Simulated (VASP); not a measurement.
Here is a VASP 6.6.1 calculation.

File INCAR:

```
SYSTEM = TiHg
PREC = Accurate
ENCUT = 520
EDIFF = 1E-7
ISMEAR = -1
SIGMA = 0.08
LREAL = .False.
LASPH = .True.
NELM = 60
ALGO = Normal
ISIF = 2
LWAVE = .False.
LCHARG = .False.
GGA = CA
NBANDS = 19
```

File KPOINTS:

```
Automatic mesh
0
Gamma
  14 14 10
  0 0 0
```

Contents of POSCAR:

```
TiHg
1.0
    3.0090000000      0.0000000000      0.0000000000
    0.0000000000      3.0090000000      0.0000000000
    0.0000000000      0.0000000000      4.0410000000
Ti Hg
1 1
Direct
    0.5000000000      0.5000000000      0.5000000000
    0.0000000000      0.0000000000      0.0000000000
```

Potentials or basis: VASP PAW LDA potentials, release 64 (Ti_sv, Hg).

Launch:

```console
$ cat potpaw_LDA.64/Ti_sv/POTCAR potpaw_LDA.64/Hg/POTCAR > POTCAR
$ mpirun -np 1 vasp_std > vasp.out
```

Q: Estimate the band gap on the k mesh.

A: Zero (band 12 reaches 6.91 eV, above the bottom of band 13 at 5.80 eV).

Q: Estimate the pressure.

A: -5.8 GPa.

Stress tensor (GPa, compression positive):
```
-5.99  0.00  0.00
 0.00 -5.99  0.00
 0.00  0.00 -5.37
```

Caveat: spin-orbit coupling is left out, which moves the levels of the heavy elements.
